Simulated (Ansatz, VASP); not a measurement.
# Two plane-wave programs on Cs

Contents of INCAR:

```
SYSTEM = Cs
  PREC = Accurate
  ENCUT = 520
  EDIFF = 1E-8
  ISMEAR = -1
  SIGMA = 0.05
  LREAL = .FALSE.
  LASPH = .TRUE.
  NELM = 80
  ALGO = Normal
  ISIF = 2
  LWAVE = .FALSE.
  LCHARG = .FALSE.
  GGA = PE
  LEFG = .TRUE.
  NBANDS = 10
```

The input KPOINTS:

```
regular mesh
0
G
  9 9 9
  0 0 0
```

Contents of POSCAR:

```
Cs
1.0
   -2.9613238849      2.9613238849      2.9613238849
    2.9613238849     -2.9613238849      2.9613238849
    2.9613238849      2.9613238849     -2.9613238849
Cs
1
Direct
    0.0000000000      0.0000000000      0.0000000000
```

Input for Ansatz:

```yaml
crystal:
  lattice:
    - [-2.9613238849, 2.9613238849, 2.9613238849]
    - [2.9613238849, -2.9613238849, 2.9613238849]
    - [2.9613238849, 2.9613238849, -2.9613238849]
  atoms:
    - { symbol: Cs, position: [0.0, 0.0, 0.0] }
kpoints:
  mp_grid: { grid: [9, 9, 9] }
scf:
  occupations: { method: fermi_dirac, width: 0.05 }
hamiltonian:
  xc: pbe
  pseudopotentials: { kind: paw }
output:
  forces: true
  stress: true
  eigenvalues: true
  efg: { contact_densities: true }
```

Change from the starting cell: volume scaled by 0.9405, PAW files.

Alike in both runs: task electric field gradients; functional PBE; k mesh 9 × 9 × 9; occupations fermi-dirac, width 0.05 eV; no spin polarisation.

|  | VASP | Ansatz |
| --- | --- | --- |
| version | VASP 6.6.1 | Ansatz 0.2.0 |
| potentials or method | VASP PAW PBE potentials, release 64 (Cs_sv) | PAW with Ansatz's default frozen-core files, scalar-relativistic |
| plane-wave cutoff (eV) | 520 | 420 |
| valence electrons in the cell | 9 | 9 |

```csv
,VASP,Ansatz,Ansatz less VASP
pressure (GPa),0.3,0.3,+0.01
```

Neither program's run includes spin-orbit coupling.
